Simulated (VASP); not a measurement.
Input of a VASP 6.6.1 run:

File INCAR:

```
PREC     = Accurate       # precision mode
ENCUT    = 520            # plane-wave cutoff, eV
EDIFF    = 1E-7           # SCF threshold, eV
ISMEAR   = 0              # smearing method
SIGMA    = 0.1            # smearing width, eV
LREAL    = False          # projectors in reciprocal space
LASPH    = True           # aspherical terms in the spheres
NELM     = 60             # most SCF steps
ALGO     = Normal         # electronic algorithm
ISIF     = 2              # what is computed and relaxed
LWAVE    = False          # write WAVECAR
LCHARG   = False          # write CHGCAR
GGA      = PS             # functional
NBANDS   = 12             # bands
```

Contents of KPOINTS:

```
Automatic mesh
0
Gamma
  18 18 18
```

Contents of POSCAR:

```
Ti
1.0
    0.0000000000      2.0461745004      2.0461745004
    2.0461745004      0.0000000000      2.0461745004
    2.0461745004      2.0461745004      0.0000000000
Ti
1
Direct
    0.0000000000      0.0000000000      0.0000000000
```

Potentials or basis: VASP PAW PBE potentials, release 64 (Ti_sv).

Launch:

```bash
$ cat potpaw_PBE.64/Ti_sv/POTCAR > POTCAR
$ mpirun -np 1 vasp_std > vasp.out
```

**Question.** What does it give for the band gap on the k mesh?

**Answer.** Zero (bands 6 and 7 overlap by 1.33 eV).

**Question.** Predict the pressure.

**Answer.** -3.2 GPa.

Caveat: the cell stands under tension; the PAW data sets were made with another functional, which shifts forces and pressure a little.
